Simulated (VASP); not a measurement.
Set up this calculation in VASP 6.6.1, as the native input.

```
Task                   : single point
Functional             : PBE
Potentials or basis    : VASP PAW PBE potentials, release 64 (Cu)
Cutoff                 : 600 eV
k mesh                 : 6 × 6 × 4
Occupations            : tetrahedron
Spin                   : no spin polarisation
Dipole correction      : no
Further INCAR settings : ALGO = Normal; EDIFF = 1e-06; NBANDS = 18
```

The structure of Cu lies in POSCAR:

```
Cu
1.0
    2.8682203464      0.0000000000      0.0000000000
   -1.4341101732      2.4839516836      0.0000000000
    0.0000000000      0.0000000000      4.6548184048
Cu
2
Direct
    0.3333333333      0.6666666667      0.2500000000
    0.6666666667      0.3333333333      0.7500000000
```

These files were run (other wordings do the same):

INCAR

```
SYSTEM = Cu
PREC     = Accurate       ! precision mode
ENCUT    = 600            ! plane-wave cutoff, eV
EDIFF    = 1E-6           ! SCF threshold, eV
ISMEAR   = -5             ! smearing method
SIGMA    = 0.1            ! smearing width, eV
LREAL    = .False.        ! projectors in reciprocal space
LASPH    = .True.         ! aspherical terms in the spheres
NELM     = 120            ! most SCF steps
ALGO     = Normal         ! electronic algorithm
ISIF     = 2              ! what is computed and relaxed
LWAVE    = .False.        ! write WAVECAR
LCHARG   = .False.        ! write CHGCAR
GGA      = PE             ! functional
NBANDS   = 18             ! bands
GGA_COMPAT= .False.
```

KPOINTS

```
Automatic mesh
0
Gamma
  6 6 4
  0 0 0
```

Potentials or basis: VASP PAW PBE potentials, release 64 (Cu).

Launch:

```bash
$ cat potpaw_PBE.64/Cu/POTCAR > POTCAR
$ mpirun -np 1 vasp_std > vasp.out
```

It gave:

* Pressure: -18.5 GPa
* Band gap on the k mesh: zero (band 11 reaches 7.46 eV, above the bottom of band 12 at 2.50 eV)

Caveat: the k points lie up to 0.42 Å⁻¹ apart; tetrahedron occupations give inexact forces and stress in metals.

Wall time 10 s on 1 thread of AMD EPYC 7R43 64-Core Processor (Zen 3), with other jobs on the host, peak memory 0.12 GiB.
